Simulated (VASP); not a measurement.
## OH2: single point with PBE+D3(BJ)

Molecule: OH2, in a box.

```
O H
1.0
     5.82262    0.00000    0.00000
     0.00000    7.61924    0.00000
     0.00000    0.00000   28.48277
O H
1 2
Direct
  0.87123 0.75830 0.63597
  0.74959 0.66940 0.62897
  0.85948 0.78182 0.66928
```

```
Program                : VASP 6.6.1
Task                   : single point
Functional             : PBE
Dispersion             : D3(BJ)
Potentials or basis    : VASP PAW PBE potentials, release 64 (O, H)
Cutoff                 : 520 eV
k mesh                 : 3 × 2 × 1
Occupations            : gaussian, width 0.05 eV
Spin                   : no spin polarisation
Dipole correction      : yes
Further INCAR settings : ALGO = Normal; EDIFF = 1e-06; NBANDS = 11
```

- Largest force: 1.287 eV/Å
- Gap between the frontier levels: 5.73 eV, direct
- Dispersion energy per atom: -0.004 eV

Forces on the atoms (eV/Å):
```
O   -0.734 -0.834 -0.512
H    0.865  0.887  0.350
H   -0.131 -0.053  0.161
```

Levels at points of the mesh, in eV from the valence-band top:
| k point | band 2 | band 3 | band 4 | band 5 | band 6 | band 7 |
| --- | --- | --- | --- | --- | --- | --- |
| (0.00, 0.00, 0.00) | -5.85 | -2.01 | 0.00 | 5.73 | 6.76 | 7.13 |
| (0.00, 0.50, 0.00) | -5.85 | -2.01 | 0.00 | 5.98 | 7.09 | 7.37 |

Wall time 2.1 min on 1 thread of Intel(R) Xeon(R) Platinum 8488C (Sapphire Rapids) (shared host), peak memory 1 GiB.
